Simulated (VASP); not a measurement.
# TaNi3 (Fmmm) in VASP: notebook

The runs below take TaNi3 through single point, with LDA.

Program: VASP 6.6.1. These are calculated values, not measurements. Logs are shortened: lines on timing, memory, paths and dates and some standing lists are left out, and cuts for length are marked.

## 1. The cell of the first run

It takes space group Fmmm (No. 69, orthorhombic). Conventional cell: a = 5.093 Å, b = 5.102 Å, c = 7.409 Å, α = 90.00°, β = 90.00°, γ = 90.00°. Ta (site symmetry mmm) has 12 Ni at 2.55 to 2.58 Å within 3.4 Å. Within 3.4 Å of Ni (site symmetry mmm) lie 4 Ta at 2.55 Å and 8 Ni at 2.58 Å. Ni (site symmetry 222) has 8 Ni at 2.55 to 2.58 Å and 4 Ta at 2.58 Å within 3.4 Å.

## 2. Single point, LDA, collinear spin, zero start

Input file INCAR:

```
SYSTEM = TaNi3
PREC = Accurate ; ENCUT = 520
EDIFF = 1E-6 ; ISMEAR = -1
SIGMA = 0.05 ; LREAL = .FALSE.
LASPH = .TRUE. ; NELM = 150
ALGO = Normal ; ISIF = 2
LWAVE = .FALSE. ; LCHARG = .FALSE.
ISPIN = 2 ; MAGMOM = 0 0 0 0
LORBIT = 11 ; NUPDOWN = 0.0
LMAXMIX = 4 ; NBANDS = 32
```

Input file KPOINTS:

```
regular mesh
0
G
  8 8 8
  0 0 0
```

Input file POSCAR:

```
TaNi3
1.0
    0.0000000000      2.5511481569      3.7045443348
    2.5463897099      0.0000000000      3.7045443348
    2.5463897099      2.5511481569      0.0000000000
Ta Ni
1 3
Direct
    0.0000000000      0.0000000000      0.0000000000
    0.5000000000      0.5000000000      0.5000000000
    0.2500000000      0.2500000000      0.2500000000
    0.7500000000      0.7500000000      0.7500000000
```

Potentials or basis: VASP PAW LDA potentials, release 64 (Ta_pv, Ni).

Run with:

```
> cat potpaw_LDA.64/Ta_pv/POTCAR potpaw_LDA.64/Ni/POTCAR > POTCAR
> mpirun -np 1 vasp_std > vasp.out
```

OUTCAR:

```text
SYSTEM = TaNi3
   PREC = Accurate
   ENCUT = 520
   EDIFF = 1E-6
   ISMEAR = -1
   LREAL = .FALSE.
   LASPH = .TRUE.
   NELM = 150
   ISIF = 2
   ISPIN = 2
   LORBIT = 11
   NUPDOWN = 0.0

 ion  position               nearest neighbor table
   1  0.000  0.000  0.000-   2 2.55   2 2.55   2 2.55   2 2.55   3 2.58   4 2.58   4 2.58   3 2.58
                             3 2.58   4 2.58   4 2.58   3 2.58
   2  0.500  0.500  0.500-   1 2.55   1 2.55   1 2.55   1 2.55   4 2.58   3 2.58   3 2.58   3 2.58
                             4 2.58   4 2.58   3 2.58   4 2.58
   3  0.250  0.250  0.250-   4 2.55   4 2.55   4 2.55   4 2.55   2 2.58   1 2.58   1 2.58   2 2.58
                             1 2.58   2 2.58   2 2.58   1 2.58
   4  0.750  0.750  0.750-   3 2.55   3 2.55   3 2.55   3 2.55   1 2.58   2 2.58   2 2.58   1 2.58
                             1 2.58   2 2.58   1 2.58   2 2.58

  LATTYP: Found a face centered orthorhombic cell.
 ALAT       =     5.0927794198
 B/A-ratio  =     1.0018687034
 C/A-ratio  =     1.4548222216

  Lattice vectors:

 A1 = (   0.0000000000,   2.5511481569,   3.7045443348)
 A2 = (   2.5463897099,   0.0000000000,   3.7045443348)
 A3 = (   2.5463897099,   2.5511481569,   0.0000000000)

Analysis of symmetry for initial positions (statically):
=====================================================================
 Subroutine PRICEL returns:
 Original cell was already a primitive cell.

 Routine SETGRP: Setting up the symmetry group for a
 face centered orthorhombic supercell.

 Subroutine GETGRP returns: Found  8 space group operations
 (whereof  8 operations were pure point group operations)
 out of a pool of  8 trial point group operations.

The static configuration has the point symmetry D_2h.

Analysis of symmetry for dynamics (positions and initial velocities):
=====================================================================
 Subroutine PRICEL returns:
 Original cell was already a primitive cell.

 Routine SETGRP: Setting up the symmetry group for a
 face centered orthorhombic supercell.

 Subroutine GETGRP returns: Found  8 space group operations
 (whereof  8 operations were pure point group operations)
 out of a pool of  8 trial point group operations.

The dynamic configuration has the point symmetry D_2h.

Analysis of structural, dynamic, and magnetic symmetry:
=====================================================================
 Subroutine PRICEL returns:
 Original cell was already a primitive cell.

 Routine SETGRP: Setting up the symmetry group for a
 face centered orthorhombic supercell.

 Subroutine GETGRP returns: Found  8 space group operations
 (whereof  8 operations were pure point group operations)
[... 131 lines left out ...]
   GGA     = CA    functional components
   LHFCALC =     F    Hartree Fock is set to
   AEXX    =    0.0000 exact exchange contribution
   IVDW    =     0    specifies the selected vdW correction
   LEPSILON=     F    determine dielectric tensor
   LRPA    =     F    only Hartree local field effects (RPA)
 spin polarized calculation
  energy-cutoff  :      520.00
  volume of cell :       48.13
 maximum number of plane-waves:      1316
 NGX is ok and might be reduce to    36
   NGX = 17   NGY = 17   NGZ = 13

 number of electron      40.9999992 magnetization       0.0000000

 number of electron      40.9999992 magnetization      -0.0000000

 Free energy of the ion-electron system (eV)
  ---------------------------------------------------
  ext. energy  EPLUGINS =         0.00000000
  ---------------------------------------------------
  free energy    TOTEN  =       -34.14477398 eV

  energy without entropy =      -34.13252627  energy(sigma->0) =      -34.13865012

 E-fermi :   8.6636     XC(G=0): -13.6100

 val. band max:        8.6460127413   @ k =  -0.3750   0.0000   0.3750
 cond. band min:       8.6830783291   @ k =   0.5000   0.2500   0.0000
 fundamental gap:      0.0370655879
 Fermi energy:         8.6636321804

 spin component 1

 k-point     1 :       0.0000    0.0000    0.0000
  band No.  band energies     occupation
      1     -25.7761      1.00000
      2     -25.7745      1.00000
      3     -25.7688      1.00000
      4      -0.4871      1.00000
      5       3.6988      1.00000
      6       4.2604      1.00000
[... 829 lines left out ...]
     31      20.9238      0.00000
     32      21.1934      0.00000

 [... further k-points ...]

 spin component 2

 k-point     1 :       0.0000    0.0000    0.0000
  band No.  band energies     occupation
      1     -25.7761      1.00000
      2     -25.7745      1.00000
      3     -25.7688      1.00000
      4      -0.4871      1.00000
      5       3.6988      1.00000
      6       4.2604      1.00000
[... 829 lines left out ...]
     31      20.9238      0.00000
     32      21.1934      0.00000

 [... further k-points ...]
[... 5 lines left out ...]
  --------------------------------------------------------------------------------------
  -------------------------------------------------------------------------------------
  Total       -2.7332387     -2.8565150     -2.6939526      0.0000000      0.0000000      0.0000000
  in kB      -90.9835345    -95.0871319    -89.6757855      0.0000000      0.0000000      0.0000000
  external PRESSURE =     -91.9154840 kB  Pullay stress =       0.0000000 kB

 VOLUME and BASIS-vectors are now :
 -----------------------------------------------------------------------------
  energy-cutoff  :      520.00
  volume of cell :       48.13
      direct lattice vectors                 reciprocal lattice vectors
     0.000000000  2.551148157  3.704544335    -0.196356433  0.195990185  0.134969366
     2.546389710  0.000000000  3.704544335     0.196356433 -0.195990185  0.134969366
     2.546389710  2.551148157  0.000000000     0.196356433  0.195990185 -0.134969366

 POSITION                                       TOTAL-FORCE (eV/Angst)
 -----------------------------------------------------------------------------------
      0.00000      0.00000      0.00000        -0.000000      0.000000      0.000000
      2.54639      2.55115      3.70454        -0.000000      0.000000      0.000000
      1.27319      1.27557      1.85227         0.000000      0.000000     -0.000000
      3.81958      3.82672      5.55682        -0.000000     -0.000000     -0.000000
 -----------------------------------------------------------------------------------
    total drift:                                0.000000      0.000000      0.000000

  FREE ENERGIE OF THE ION-ELECTRON SYSTEM (eV)
  ---------------------------------------------------
  free  energy   TOTEN  =       -34.1447739765 eV

  energy  without entropy=      -34.1325262672  energy(sigma->0) =      -34.13865012

 total charge

# of ion       s       p       d       tot
------------------------------------------
    1        0.394   6.209   2.309   8.912
    2        0.552   0.531   8.406   9.488
    3        0.528   0.556   8.381   9.465
    4        0.528   0.556   8.381   9.465
--------------------------------------------------
tot          2.002   7.852  27.476  37.330

 magnetization (x)

# of ion       s       p       d       tot
------------------------------------------
    1       -0.000  -0.000   0.000   0.000
    2        0.000   0.000   0.000   0.000
    3        0.000  -0.000  -0.000  -0.000
    4        0.000  -0.000  -0.000  -0.000
--------------------------------------------------
tot          0.000  -0.000   0.000   0.000
```

OSZICAR:

```text
N       E                     dE             d eps       ncg     rms          rms(c)
DAV:   1     0.297505968319E+03    0.29751E+03   -0.18611E+04 12240   0.169E+03
DAV:   2    -0.175799337548E+02   -0.31509E+03   -0.29892E+03 12232   0.369E+02
DAV:   3    -0.379794389722E+02   -0.20400E+02   -0.19541E+02 14320   0.110E+02
DAV:   4    -0.383541035587E+02   -0.37466E+00   -0.37380E+00 13528   0.150E+01
DAV:   5    -0.383654002771E+02   -0.11297E-01   -0.11295E-01 17568   0.220E+00    0.250E+01
DAV:   6    -0.411891791669E+02   -0.28238E+01   -0.40688E+01 13800   0.985E+01    0.229E+01
DAV:   7    -0.343029713663E+02    0.68862E+01   -0.16363E+01 15600   0.665E+01    0.698E+00
DAV:   8    -0.351790507041E+02   -0.87608E+00   -0.52961E+00 16744   0.470E+01    0.130E+01
DAV:   9    -0.341652745691E+02    0.10138E+01   -0.73726E+00 16672   0.308E+01    0.185E+00
DAV:  10    -0.341469598519E+02    0.18315E-01   -0.19785E-01 15864   0.458E+00    0.400E-01
DAV:  11    -0.341454985113E+02    0.14613E-02   -0.12431E-02 14608   0.123E+00    0.310E-01
DAV:  12    -0.341448405213E+02    0.65799E-03   -0.16784E-03 19688   0.694E-01    0.119E-01
DAV:  13    -0.341447928071E+02    0.47714E-04   -0.15463E-04 18136   0.174E-01    0.569E-02
DAV:  14    -0.341447734491E+02    0.19358E-04   -0.49799E-05 19440   0.106E-01    0.135E-02
DAV:  15    -0.341447743322E+02   -0.88309E-06   -0.10281E-05 17064   0.288E-02    0.656E-03
DAV:  16    -0.341447739765E+02    0.35579E-06   -0.17684E-06  8016   0.227E-02
   1 F= -.34144774E+02 E0= -.34138650E+02  d E =-.122477E-01  mag=     0.0000
```

stdout:

```text
POSCAR found type information on POSCAR TaNi
 POSCAR found :  2 types and       4 ions
 scaLAPACK will be used
 LDA part: xc-table for (Slater(with rela. corr.)+CA(PZ))
 , standard interpolation
 POSCAR, INCAR and KPOINTS ok, starting setup
 FFT: planning ... GRIDC
 FFT: planning ... GRID_SOFT
 FFT: planning ... GRID
 WAVECAR not read
 entering main loop
```

It took 8.2 min on 1 thread of Oxide Virtual Turin-like, shared host; peak memory 0.3 GiB.

Results:

```
Free energy                                           : -34.1448 eV
Pressure                                              : -9.2 GPa
Net moment                                            : 0.00 μB per cell
Valence electrons inside the program's atomic spheres : Ta 8.91; Ni 9.49, 9.46 (each value once)
```

Stress tensor (GPa, compression positive):
```
-9.10  0.00  0.00
 0.00 -9.51  0.00
 0.00  0.00 -8.97
```

Caveat: the cell stands under tension; spin-orbit coupling is left out, which moves the levels of the heavy elements; the total moment is fixed, so each spin has its own Fermi level.

## 3. Single point, LDA, collinear spin, zero start

Input file INCAR:

```
PREC = Accurate
ENCUT = 520
EDIFF = 1E-6
ISMEAR = -1
SIGMA = 0.05
LREAL = F
LASPH = T
NELM = 150
ALGO = Normal
ISIF = 2
LWAVE = F
LCHARG = F
ISPIN = 2
MAGMOM = 0 0 0 0
LORBIT = 11
NUPDOWN = 0.0
LMAXMIX = 4
NBANDS = 32
```

Input file KPOINTS:

```
Automatic mesh
0
Gamma
  8 8 8
```

POSCAR is that of step 2.

Potentials or basis: VASP PAW LDA potentials, release 64 (Ta_pv, Ni).

Run with:

```
> cat potpaw_LDA.64/Ta_pv/POTCAR potpaw_LDA.64/Ni/POTCAR > POTCAR
> mpirun -np 1 vasp_std > vasp.out
```

Wall time 8.2 min (1 thread of Oxide Virtual Turin-like, shared host); peak memory 0.29 GiB.

It converged, with:

```yaml
Free_energy: -34.1448 eV
Pressure: -9.2 GPa
Net_moment: 0.00 μB per cell
Valence_electrons_inside_the_program's_atomic_spheres: Ta 8.91; Ni 9.49, 9.46 (each value once)
```

Stress tensor (GPa, compression positive):
```
-9.10  0.00  0.00
 0.00 -9.51  0.00
 0.00  0.00 -8.97
```

Caveat: the cell stands under tension; spin-orbit coupling is left out, which moves the levels of the heavy elements; the total moment is fixed, so each spin has its own Fermi level.

## 4. Single point, LDA, collinear spin

Input file INCAR:

```
SYSTEM = TaNi3
PREC = Accurate
ENCUT = 520
EDIFF = 1E-7
ISMEAR = -1
SIGMA = 0.05
LREAL = .False.
LASPH = .True.
NELM = 150
ALGO = Normal
ISIF = 2
LWAVE = .False.
LCHARG = .False.
ISPIN = 2
MAGMOM = 0.15 0.15 0.15 0.15
LORBIT = 11
NUPDOWN = 0.6
LMAXMIX = 4
NBANDS = 32
```

Input file KPOINTS:

```
regular mesh
0
Gamma
  8 8 8
  0 0 0
```

POSCAR is that of step 3.

Run with:

```
> cat potpaw_LDA.64/Ta_pv/POTCAR potpaw_LDA.64/Ni/POTCAR > POTCAR
> mpirun -np 1 vasp_std > vasp.out
```

Run time: 5.3 min. Hardware: 1 thread of Oxide Virtual Turin-like, shared host; peak memory 0.29 GiB.

The run converged. Its results:

```
Free energy                                           : -34.0415 eV
Pressure                                              : -8.8 GPa
Net moment                                            : 0.60 μB per cell
Site moments                                          : Ta +0.12; Ni +0.20, +0.11 (each value once) μB
Valence electrons inside the program's atomic spheres : Ta 8.92; Ni 9.49, 9.46 (each value once)
```

Stress tensor (GPa, compression positive):
```
-8.50  0.00  0.00
 0.00 -8.98  0.00
 0.00  0.00 -8.94
```

Caveat: the cell stands under tension; spin-orbit coupling is left out, which moves the levels of the heavy elements; the total moment is fixed, so each spin has its own Fermi level and the state may be an excited one.
